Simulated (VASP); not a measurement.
# Ga2BAs3 (P6/mmm) in VASP: a series of runs, part 2 of 2

VASP 6.6.1. The steps go on from the part before.

## 3. Single point, PBE

This run uses another cell than the first one, of 20.61 Å³/atom, 1.077 times its volume.

The input, INCAR:

```
ALGO = Normal ; EDIFF = 1E-6
ENCUT = 520 ; GGA = PE
ISIF = 2 ; ISMEAR = 0
LASPH = True ; LCHARG = False
LREAL = False ; LWAVE = False
NBANDS = 31 ; NELM = 60
PREC = Accurate ; SIGMA = 0.1
```

The input, KPOINTS:

```
k-points
0
Gamma
  6 6 4
```

The input, POSCAR:

```
Ga2BAs3
1.0
    5.4518356393     -0.0000000028      0.0000000000
   -2.7259178172      4.7214281623      0.0000000000
    0.0000000000      0.0000000000      4.8031503823
Ga B As
2 1 3
Direct
    0.3333333333      0.6666666667      0.0000000000
    0.6666666667      0.3333333333      0.0000000000
    0.0000000000      0.0000000000      0.0000000000
    0.5000000000      0.0000000000      0.5000000000
    0.0000000000      0.5000000000      0.5000000000
    0.5000000000      0.5000000000      0.5000000000
```

Potentials or basis: VASP PAW PBE potentials, release 64 (Ga_d, B, As).

Run with:

```bash
> cat potpaw_PBE.64/Ga_d/POTCAR potpaw_PBE.64/B/POTCAR potpaw_PBE.64/As/POTCAR > POTCAR
> mpirun -np 1 vasp_std > vasp.out
```

Wall time 41 s (1 thread of AMD EPYC 9R45 (Zen 5), shared host); peak memory 0.24 GiB.

The run converged. Its results:

```yaml
Free_energy: -20.9011 eV
Pressure: 0.2 GPa
Band_gap_on_the_k_mesh: zero (band 22 reaches 5.13 eV, above the bottom of band 23 at 3.46 eV)
```

Levels at points of the mesh, in eV from the Fermi level:
```
           k point  band 19  band 20  band 21  band 22  band 23  band 24  band 25  band 26
(0.00, 0.00, 0.00)    -3.45    -0.61     0.07     0.07     0.69     0.69     1.24     1.24
(0.50, 0.00, 0.00)    -2.14    -1.34    -0.89    -0.42    -0.14    -0.13     0.36     0.93
(0.00, 0.00, 0.50)    -3.23    -2.54    -2.54    -0.73    -0.73     0.20     2.07     3.31
(0.50, 0.00, 0.50)    -0.74    -0.49    -0.05    -0.02     0.94     1.40     1.41     2.02
```

## 4. Relaxation of cell and atoms, PBE

The input, INCAR:

```
  PREC = Accurate
  ENCUT = 600
  EDIFF = 1E-6
  ISMEAR = 0
  SIGMA = 0.1
  LREAL = F
  LASPH = T
  NELM = 100
  ALGO = Normal
  ISIF = 3
  LWAVE = F
  LCHARG = F
  GGA = PE
  IBRION = 2
  NSW = 90
  EDIFFG = -0.04
```

The input, KPOINTS:

```
Automatic mesh
0
Gamma
  6 6 4
```

The input, POSCAR:

```
Ga2BAs3
1.0
    5.6081906100      0.0000000000      0.0000000000
   -2.8040953000      4.8568355300      0.0000000000
    0.0000000000      0.0000000000      4.2145853200
Ga B As
2 1 3
Direct
    0.3333333300      0.6666666700      0.0000000000
    0.6666666700      0.3333333300      0.0000000000
    0.0000000000      0.0000000000      0.0000000000
    0.5000000000      0.0000000000      0.5000000000
    0.0000000000      0.5000000000      0.5000000000
    0.5000000000      0.5000000000      0.5000000000
```

Run with:

```bash
> cat potpaw_PBE.64/Ga_d/POTCAR potpaw_PBE.64/B/POTCAR potpaw_PBE.64/As/POTCAR > POTCAR
> mpirun -np 1 vasp_std > vasp.out
```

Wall time 4.8 min (1 thread of AMD EPYC 9R45 (Zen 5), shared host); peak memory 0.3 GiB.

It converged, with:

| Item | Value |
| --- | --- |
| Free energy | -20.9003 eV |
| Relaxed volume | 20.69 Å³/atom |
| Relaxed cell | a = 5.454 Å, b = 5.454 Å, c = 4.818 Å, α = 90.00°, β = 90.00°, γ = 120.00° |
| Space group after relaxing (to 0.05 Å) | P6/mmm (No. 191) |
| Energy gained by relaxing | 107.1 meV/atom |
| Ionic steps | 8 |
| Pressure after relaxing | -0.1 GPa |
| Band gap on the k mesh | zero (band 22 reaches 5.10 eV, above the bottom of band 23 at 3.44 eV) |

Stress tensor (GPa, compression positive):
```
 0.01  0.00  0.00
 0.00  0.01  0.00
 0.00  0.00 -0.18
```

The path:
| step | energy change (eV) | largest force (eV/Å) | pressure (GPa) | volume (Å³) |
| --- | --- | --- | --- | --- |
| 1 | 0.0000 | 0.0000 | 6.96 | 114.80 |
| 2 | -0.3309 | 0.0000 | -0.66 | 129.12 |
| 3 | -0.3309 | 0.0000 | -0.83 | 129.47 |
| 4 | -0.4236 | 0.0000 | -1.20 | 129.26 |
| 5 | -0.6221 | 0.0000 | -1.61 | 128.09 |
| 6 | -0.6322 | 0.0000 | 1.00 | 121.72 |
| 7 | -0.6411 | 0.0000 | -0.12 | 124.25 |
| 8 | -0.6428 | 0.0000 | -0.05 | 124.11 |

Final structure:
```xyz
6
Lattice="5.4539 0.0000 0.0000 -2.7270 4.7232 0.0000 0.0000 0.0000 4.8181" Properties=species:S:1:pos:R:3 pbc="T T T"
Ga    0.0000    3.1488    0.0000
Ga    2.7270    1.5744    0.0000
B     0.0000    0.0000    0.0000
As    2.7270    0.0000    2.4091
As   -1.3635    2.3616    2.4091
As    1.3635    2.3616    2.4091
```

Levels at points of the mesh, in eV from the Fermi level:
```csv
k point,band 19,band 20,band 21,band 22,band 23,band 24,band 25,band 26
"(0.00, 0.00, 0.00)",-3.45,-0.64,0.07,0.07,0.68,0.68,1.23,1.50
"(0.50, 0.00, 0.00)",-2.16,-1.34,-0.88,-0.41,-0.14,-0.13,0.36,0.93
"(0.00, 0.00, 0.50)",-3.23,-2.51,-2.51,-0.72,-0.72,0.21,2.01,3.27
"(0.50, 0.00, 0.50)",-0.74,-0.49,-0.05,-0.02,0.94,1.40,1.40,2.01
```

Caveat: the k points lie up to 0.33 Å⁻¹ apart in the final cell.

## 5. Single point, PBE

This run uses another cell than the first one, of 20.60 Å³/atom, 1.077 times its volume.

The input, INCAR:

```
SYSTEM = Ga2BAs3
PREC = Accurate
ENCUT = 520
EDIFF = 1E-6
ISMEAR = 0
SIGMA = 0.1
LREAL = .False.
LASPH = .True.
NELM = 60
ALGO = Normal
ISIF = 2
LWAVE = .False.
LCHARG = .False.
GGA = PE
NBANDS = 31
```

The input, KPOINTS:

```
Automatic mesh
0
Gamma
  12 12 8
  0 0 0
```

The input, POSCAR:

```
Ga2BAs3
1.0
    5.2617811319      0.0000000000      0.0000000000
   -2.6308905659      4.5568361294      0.0000000000
    0.0000000000      0.0000000000      5.1559761131
Ga B As
2 1 3
Direct
    0.3333333333      0.6666666667      0.0000000000
    0.6666666667      0.3333333333      0.0000000000
    0.0000000000      0.0000000000      0.0000000000
    0.5000000000      0.0000000000      0.5000000000
    0.0000000000      0.5000000000      0.5000000000
    0.5000000000      0.5000000000      0.5000000000
```

Potentials or basis: VASP PAW PBE potentials, release 64 (Ga_d, B, As).

Run with:

```bash
> cat potpaw_PBE.64/Ga_d/POTCAR potpaw_PBE.64/B/POTCAR potpaw_PBE.64/As/POTCAR > POTCAR
> mpirun -np 1 vasp_std > vasp.out
```

OUTCAR:

```text
SYSTEM = Ga2BAs3
   PREC = Accurate
   ENCUT = 520
   EDIFF = 1E-6
   ISMEAR = 0
   LREAL = .False.
   LASPH = .True.
   NELM = 60
   ISIF = 2
   GGA = PE

 ion  position               nearest neighbor table
   1  0.333  0.667  0.000-
   2  0.667  0.333  0.000-
   3  0.000  0.000  0.000-
   4  0.500  0.000  0.500-   6 2.63   6 2.63   5 2.63   5 2.63
   5  0.000  0.500  0.500-   6 2.63   6 2.63   4 2.63   4 2.63
   6  0.500  0.500  0.500-   4 2.63   4 2.63   5 2.63   5 2.63

[... 1023 lines left out ...]
  -------------------------------------------------------------------------------------
  Total        0.1362253      0.1362253      0.0984712      0.0000000      0.0000000      0.0000000
  in kB        1.7654740      1.7654740      1.2761822      0.0000000      0.0000000      0.0000000
  external PRESSURE =       1.6023767 kB  Pullay stress =       0.0000000 kB

 VOLUME and BASIS-vectors are now :
 -----------------------------------------------------------------------------
  energy-cutoff  :      520.00
  volume of cell :      123.63
      direct lattice vectors                 reciprocal lattice vectors
     5.261781132  0.000000000  0.000000000     0.190049714  0.109725254  0.000000000
    -2.630890566  4.556836129  0.000000000     0.000000000  0.219450507  0.000000000
     0.000000000  0.000000000  5.155976113     0.000000000  0.000000000  0.193949696

 POSITION                                       TOTAL-FORCE (eV/Angst)
 -----------------------------------------------------------------------------------
     -0.00000      3.03789      0.00000        -0.000000      0.000000      0.000000
      2.63089      1.51895      0.00000         0.000000     -0.000000      0.000000
      0.00000      0.00000      0.00000         0.000000      0.000000      0.000000
      2.63089      0.00000      2.57799        -0.000000      0.000000      0.000000
     -1.31545      2.27842      2.57799        -0.000000      0.000000      0.000000
      1.31545      2.27842      2.57799         0.000000      0.000000      0.000000
 -----------------------------------------------------------------------------------
    total drift:                                0.000000     -0.000000      0.000000

  FREE ENERGIE OF THE ION-ELECTRON SYSTEM (eV)
  ---------------------------------------------------
  free  energy   TOTEN  =       -20.9387594479 eV

  energy  without entropy=      -20.9177199590  energy(sigma->0) =      -20.92823970
```

OSZICAR:

```text
N       E                     dE             d eps       ncg     rms          rms(c)
DAV:   1     0.316996696403E+03    0.31700E+03   -0.19872E+04  6220   0.183E+03
DAV:   2     0.196911223525E+02   -0.29731E+03   -0.28467E+03  6499   0.471E+02
DAV:   3    -0.192827108382E+02   -0.38974E+02   -0.37478E+02  6943   0.122E+02
DAV:   4    -0.210025065543E+02   -0.17198E+01   -0.16971E+01  7406   0.263E+01
DAV:   5    -0.210427434972E+02   -0.40237E-01   -0.40160E-01  6950   0.381E+00    0.421E+00
DAV:   6    -0.209725155043E+02    0.70228E-01   -0.35887E-01  8099   0.499E+00    0.242E+00
DAV:   7    -0.209490714011E+02    0.23444E-01   -0.12507E-01  7396   0.121E+00    0.157E+00
DAV:   8    -0.209384022619E+02    0.10669E-01   -0.27317E-02  7177   0.922E-01    0.122E-01
DAV:   9    -0.209386700348E+02   -0.26777E-03   -0.32802E-03  7370   0.443E-01    0.684E-02
DAV:  10    -0.209387411114E+02   -0.71077E-04   -0.24736E-04  8049   0.909E-02    0.255E-02
DAV:  11    -0.209387568045E+02   -0.15693E-04   -0.50848E-05  6662   0.295E-02    0.778E-03
DAV:  12    -0.209387592580E+02   -0.24535E-05   -0.10196E-05  6129   0.170E-02    0.234E-03
DAV:  13    -0.209387594479E+02   -0.18993E-06   -0.15656E-06  5413   0.750E-03
   1 F= -.20938759E+02 E0= -.20928240E+02  d E =-.210395E-01
```

Wall time 2.7 min (1 thread of AMD EPYC 9R45 (Zen 5), shared host); peak memory 0.44 GiB.

What came out:

```yaml
Free_energy: -20.9388 eV
Pressure: 0.2 GPa
Band_gap_on_the_k_mesh: zero (band 22 reaches 5.11 eV, above the bottom of band 23 at 3.53 eV)
```

## 6. Overview

```tsv
task	cell	k mesh	cutoff (eV)	gap on the mesh (eV)	pressure (GPa)
single point	a = 5.608, b = 5.608, c = 4.215 Å, angles 90.0, 90.0, 120.0°, 6 atoms	6 × 6 × 4	520	none	7.0
single point	a = 5.452, b = 5.452, c = 4.803 Å, angles 90.0, 90.0, 120.0°, 6 atoms	6 × 6 × 4	520	none	0.2
relaxation of cell and atoms	relaxed from a = 5.608, b = 5.608, c = 4.215 Å, angles 90.0, 90.0, 120.0°, 6 atoms	6 × 6 × 4	600	none	-0.1
single point	a = 5.262, b = 5.262, c = 5.156 Å, angles 90.0, 90.0, 120.0°, 6 atoms	12 × 12 × 8	520	none	0.2
```

Alike in all rows: level PBE; potentials or basis VASP PAW PBE potentials, release 64 (Ga_d, B, As); no spin polarisation; smearing gaussian 0.1 eV.

Caveats: some runs use coarse meshes.

Absolute energies hang on the potentials; compare differences alone.
